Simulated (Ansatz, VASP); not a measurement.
## SiGe4W: VASP beside Ansatz

```
CELL_PARAMETERS angstrom
4.79268 0.00000 0.00000
0.00000 4.79268 0.00000
0.00000 0.00000 7.24868
ATOMIC_POSITIONS crystal
Si 0.50000 0.50000 0.50000
Ge 0.50000 0.00000 0.00000
Ge 0.00000 0.50000 0.00000
Ge 0.00000 0.00000 0.33990
Ge 0.00000 0.00000 0.66010
W 0.00000 0.00000 0.00000
```

Change from the starting cell: species swapped into the AlTlF4 type (P4/mmm, No. 123).

Alike in both runs: functional PBE; k mesh 8 × 8 × 6; occupations gaussian, width 0.1 eV; no spin polarisation.

Ansatz relaxed the structure, and its values are those at the end. VASP's run is a single point on that final structure, the one shown.

|  | VASP | Ansatz |
| --- | --- | --- |
| version | VASP 6.6.1 | Ansatz 0.2.0 |
| potentials or method | VASP PAW PBE potentials, release 64 (Si, Ge_d, W_sv), cutoff 520 eV | scalar-relativistic, plane waves, PAW |
| valence electrons in the cell | 74 | 74 |

Ansatz gave:

```
gap on the k mesh at the Fermi level (eV) : none
pressure (GPa)                            : 0.0
rms of the force components (eV/Å)        : 0.001
```

Task: What did VASP give for the same quantities?

Result: gap on the k mesh at the Fermi level (eV): none; pressure (GPa): 0.0; rms of the force components (eV/Å): 0.004.

A gap of «none» marks a metal or a gap that the smearing closes. The functional is the same, so the differences come from potentials, cutoffs and numerics.

Neither program's run includes spin-orbit coupling.
